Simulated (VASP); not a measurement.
# Hf (Fm-3m) in VASP: notebook, part 2 of 2

VASP 6.6.1. The steps go on from the part before.

**4. Single point, RPBE**

This run uses another cell than the first one, of 21.88 Å³/atom, 0.980 times its volume.

INCAR

```
SYSTEM = Hf
PREC = Accurate
ENCUT = 520
EDIFF = 1E-6
ISMEAR = 0
SIGMA = 0.05
LREAL = .FALSE.
LASPH = .TRUE.
NELM = 100
ALGO = Normal
ISIF = 2
LWAVE = .FALSE.
LCHARG = .FALSE.
GGA = RP
NBANDS = 11
```

KPOINTS

```
regular mesh
0
G
  10 10 10
  0 0 0
```

POSCAR

```
Hf
1.0
    0.0000000000      2.2200000000      2.2200000000
    2.2200000000      0.0000000000      2.2200000000
    2.2200000000      2.2200000000      0.0000000000
Hf
1
Direct
    0.0000000000      0.0000000000      0.0000000000
```

Potentials or basis: VASP PAW PBE potentials, release 64 (Hf_pv).

Run with:

```console
$ cat potpaw_PBE.64/Hf_pv/POTCAR > POTCAR
$ mpirun -np 1 vasp_std > vasp.out
```

OUTCAR:

```text
SYSTEM = Hf
   PREC = Accurate
   ENCUT = 520
   EDIFF = 1E-6
   ISMEAR = 0
   LREAL = .FALSE.
   LASPH = .TRUE.
   NELM = 100
   ISIF = 2
   GGA = RP

 ion  position               nearest neighbor table
   1  0.000  0.000  0.000-

  LATTYP: Found a face centered cubic cell.
 ALAT       =     4.4400000000

  Lattice vectors:

 A1 = (   0.0000000000,   2.2200000000,   2.2200000000)
 A2 = (   2.2200000000,   0.0000000000,   2.2200000000)
 A3 = (   2.2200000000,   2.2200000000,   0.0000000000)

Analysis of symmetry for initial positions (statically):
=====================================================================
 Subroutine PRICEL returns:
 Original cell was already a primitive cell.

 Routine SETGRP: Setting up the symmetry group for a
 face centered cubic supercell.

 Subroutine GETGRP returns: Found 48 space group operations
 (whereof 48 operations were pure point group operations)
 out of a pool of 48 trial point group operations.

The static configuration has the point symmetry O_h .

Analysis of symmetry for dynamics (positions and initial velocities):
=====================================================================
 Subroutine PRICEL returns:
 Original cell was already a primitive cell.

 Routine SETGRP: Setting up the symmetry group for a
 face centered cubic supercell.

 Subroutine GETGRP returns: Found 48 space group operations
 (whereof 48 operations were pure point group operations)
 out of a pool of 48 trial point group operations.

The dynamic configuration has the point symmetry O_h .

 Subroutine INISYM returns: Found 48 space group operations
 (whereof 48 operations are pure point group operations),
 and found     1 'primitive' translations

----------------------------------------------------------------------------------------

                                     Primitive cell

  volume of cell :      21.8821

  direct lattice vectors                    reciprocal lattice vectors
[... 106 lines left out ...]
  volume/ion in A,a.u.               =      21.88       147.67
  Fermi-wavevector in a.u.,A,eV,Ry     =   1.260991  2.382927 21.634588  1.590097
  Thomas-Fermi vector in A             =   2.394472
   LORBIT       =      0    0 simple, 1 ext, 2 COOP (PROOUT), +10 PAW based schemes
   GGA     = RP    functional components
   LHFCALC =     F    Hartree Fock is set to
   AEXX    =    0.0000 exact exchange contribution
   IVDW    =     0    specifies the selected vdW correction
   LEPSILON=     F    determine dielectric tensor
   LRPA    =     F    only Hartree local field effects (RPA)
 non-spin polarized calculation
 Gauss-broadening in eV      SIGMA  =   0.05
  energy-cutoff  :      520.00
  volume of cell :       21.88
 maximum number of plane-waves:       609
   NGX = 11   NGY = 11   NGZ = 11

 number of electron      10.0000000 magnetization

 Free energy of the ion-electron system (eV)
  ---------------------------------------------------
  ext. energy  EPLUGINS =         0.00000000
  ---------------------------------------------------
  free energy    TOTEN  =        -9.41530320 eV

  energy without entropy =       -9.41400712  energy(sigma->0) =       -9.41465516

 E-fermi :   5.0237     XC(G=0): -11.3223

 val. band max:        4.9826540172   @ k =   0.3000   0.0000   0.0000
 cond. band min:       5.0391664762   @ k =  -0.2000   0.1000   0.0000
 fundamental gap:      0.0565124590
 Fermi energy:         5.0237460895

 k-point     1 :       0.0000    0.0000    0.0000
  band No.  band energies     occupation
      1     -24.9594      2.00000
      2     -24.9594      2.00000
      3     -24.9594      2.00000
      4      -2.2882      2.00000
      5       6.4415      0.00000
      6       6.4415      0.00000
      7       6.4415      0.00000
      8       9.3259      0.00000
      9       9.3259      0.00000
     10      16.3362      0.00000
     11      18.2335      0.00000
[... 309 lines left out ...]
 k-point    24 :       0.4000    0.3000    0.0000
  band No.  band energies     occupation
      1     -25.6253      2.00000
      2     -25.2280      2.00000
      3     -25.1998      2.00000
      4       1.6627      2.00000
      5       3.4625      2.00000
      6       5.8787      0.00000
      7       9.1962      0.00000
      8      10.2109      0.00000
      9      11.3490      0.00000
     10      16.9679      0.00000
     11      18.2369      0.00000

 [... further k-points ...]
[... 5 lines left out ...]
  --------------------------------------------------------------------------------------
  -------------------------------------------------------------------------------------
  Total        0.7399930      0.7399930      0.7399930      0.0000000      0.0000000      0.0000000
  in kB       54.1812811     54.1812811     54.1812811      0.0000000      0.0000000      0.0000000
  external PRESSURE =      54.1812811 kB  Pullay stress =       0.0000000 kB

 VOLUME and BASIS-vectors are now :
 -----------------------------------------------------------------------------
  energy-cutoff  :      520.00
  volume of cell :       21.88
      direct lattice vectors                 reciprocal lattice vectors
     0.000000000  2.220000000  2.220000000    -0.225225225  0.225225225  0.225225225
     2.220000000  0.000000000  2.220000000     0.225225225 -0.225225225  0.225225225
     2.220000000  2.220000000  0.000000000     0.225225225  0.225225225 -0.225225225

 POSITION                                       TOTAL-FORCE (eV/Angst)
 -----------------------------------------------------------------------------------
      0.00000      0.00000      0.00000         0.000000      0.000000      0.000000
 -----------------------------------------------------------------------------------
    total drift:                                0.000000      0.000000      0.000000

  FREE ENERGIE OF THE ION-ELECTRON SYSTEM (eV)
  ---------------------------------------------------
  free  energy   TOTEN  =        -9.4153032019 eV

  energy  without entropy=       -9.4140071157  energy(sigma->0) =       -9.41465516
```

stdout:

```text
POSCAR found type information on POSCAR Hf
 POSCAR found :  1 types and       1 ions
 scaLAPACK will be used
 -----------------------------------------------------------------------------
|                                                                             |
|                                                                             |
|     You enforced a specific xc type in the INCAR file but a different       |
|     I HOPE YOU KNOW WHAT YOU ARE DOING!                                     |
|                                                                             |
 -----------------------------------------------------------------------------

 LDA part: xc-table for (Slater+PW92), standard interpolation
 POSCAR, INCAR and KPOINTS ok, starting setup
 FFT: planning ... GRIDC
 FFT: planning ... GRID_SOFT
 FFT: planning ... GRID
 WAVECAR not read
 entering main loop
```

It took 13 s on 1 thread of Intel Xeon 8259CL, shared host; peak memory 0.14 GiB.

What came out:

```
Free energy            : -9.4153 eV
Pressure               : 5.4 GPa
Band gap on the k mesh : zero (band 5 reaches 6.44 eV, above the bottom of band 6 at 4.61 eV)
```

Levels at points of the mesh, in eV from the Fermi level:
```csv
k point,band 2,band 3,band 4,band 5,band 6,band 7,band 8,band 9
"(0.00, 0.00, 0.00)",-29.98,-29.98,-7.31,1.42,1.42,1.42,4.30,4.30
"(0.50, 0.00, 0.00)",-30.10,-30.10,-3.71,0.59,1.19,1.19,6.47,6.47
"(0.50, 0.50, 0.00)",-30.30,-30.30,-3.36,-2.22,2.59,6.49,7.11,7.11
```

Caveat: the PAW data sets were made with another functional, which shifts forces and pressure a little; spin-orbit coupling is left out, which moves the levels of the heavy elements.

**5. Summary**

```csv
level,potentials or basis,cell,smearing,gap on the mesh (eV),pressure (GPa)
LDA,"VASP PAW LDA potentials, release 64 (Hf_pv)","a = 3.160 Å, angles 60.0°, 1 atom",fermi-dirac 0.05 eV,none,-7.6
LDA,"VASP PAW LDA potentials, release 64 (Hf_pv)","a = 3.181 Å, angles 60.0°, 1 atom",fermi-dirac 0.05 eV,none,-9.3
RPBE,"VASP PAW PBE potentials, release 64 (Hf_pv)","a = 3.140 Å, angles 60.0°, 1 atom",gaussian 0.05 eV,none,5.4
```

Alike in all rows: task single point; no spin polarisation; k mesh 10 × 10 × 10; cutoff (eV) 520.

Caveats: spin-orbit coupling is left out, which moves the levels of the heavy elements; the PAW data sets were made with another functional, which shifts forces and pressure a little (some runs).

Total energies depend on the potentials used, so only differences within one code and one set of settings carry meaning.
